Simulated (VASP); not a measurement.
## Rh: single point with PBEsol

Crystal: Rh.

```
Rh
1.0
     2.86816    0.00000    0.00000
    -1.43408    2.48390    0.00000
     0.00000    0.00000    4.26151
Rh
2
Direct
  0.66667 0.33333 0.75000
  0.33333 0.66667 0.25000
```

This cell differs from its parent crystal: volume 15.180 Å^3 an atom, c/a of the conventional cell 1.4858.

```json
{
 "Program": "VASP 6.6.1",
 "Task": "single point",
 "Functional": "PBEsol",
 "Potentials or basis": "VASP PAW PBE potentials, release 64 (Rh_pv)",
 "Cutoff": "520 eV",
 "k mesh": "21 × 21 × 12",
 "Occupations": "gaussian, width 0.15 eV",
 "Spin": "no spin polarisation"
}
```

| Item | Value |
| --- | --- |
| Pressure | -23.0 GPa |
| Band gap on the k mesh | zero (band 15 reaches 10.51 eV, above the bottom of band 16 at 8.72 eV) |

Stress tensor (GPa, compression positive):
```
-27.10   0.00   0.00
  0.00 -27.10   0.00
  0.00   0.00 -14.70
```

Levels at points of the mesh, in eV from the Fermi level:
```
           k point  band 13  band 14  band 15  band 16  band 17  band 18
(0.00, 0.00, 0.00)    -2.11    -2.06    -2.06     0.10     0.10     1.61
(0.00, 0.00, 0.50)    -2.51    -2.51    -0.33    -0.33    -0.33    -0.33
```

Wall time 2.3 min on 1 thread of Intel(R) Xeon(R) Platinum 8259CL CPU @ 2.50GHz (Skylake/Cascade Lake) (shared host), peak memory 0.28 GiB.

Caveat: the PAW data sets were made with another functional, which shifts forces and pressure a little.
